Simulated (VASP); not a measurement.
**AlN: single point with PBEsol**

The system is AlN.

```
Al N
1.0
     0.00000    2.15838    2.15838
     2.15838    0.00000    2.15838
     2.15838    2.15838    0.00000
Al N
1 1
Direct
  0.00000 0.00000 0.00000
  0.75000 0.75000 0.75000
```

This cell differs from its parent crystal: strained.

- Program: VASP 6.6.1
- Task: single point
- Functional: PBEsol
- Potentials or basis: VASP PAW PBE potentials, release 64 (Al, N)
- Cutoff: 520 eV
- k mesh: 10 × 10 × 10
- Occupations: gaussian, width 0.02 eV
- Spin: no spin polarisation

* Pressure: 9.2 GPa
* Band gap on the k mesh: 3.20 eV, indirect (least direct gap 4.45 eV)

Levels at points of the mesh, in eV from the valence-band top:
| k point | band 1 | band 2 | band 3 | band 4 | band 5 | band 6 | band 7 | band 8 |
| --- | --- | --- | --- | --- | --- | --- | --- | --- |
| (0.00, 0.00, 0.00) | -15.17 | 0.00 | 0.00 | 0.00 | 4.45 | 12.82 | 12.82 | 12.82 |
| (0.50, 0.00, 0.00) | -12.98 | -6.06 | -0.49 | -0.49 | 7.61 | 10.01 | 11.26 | 11.26 |
| (0.50, 0.50, 0.00) | -12.29 | -5.06 | -1.83 | -1.83 | 3.20 | 8.69 | 14.36 | 16.07 |

Wall time 8.2 s on 1 thread of Intel(R) Xeon(R) Platinum 8259CL CPU @ 2.50GHz (Skylake/Cascade Lake), on a shared host, peak memory 0.13 GiB.

Caveat: the cell differs from its parent crystal (strained); the PAW data sets were made with another functional, which shifts forces and pressure a little. A k mesh can miss the band edges.
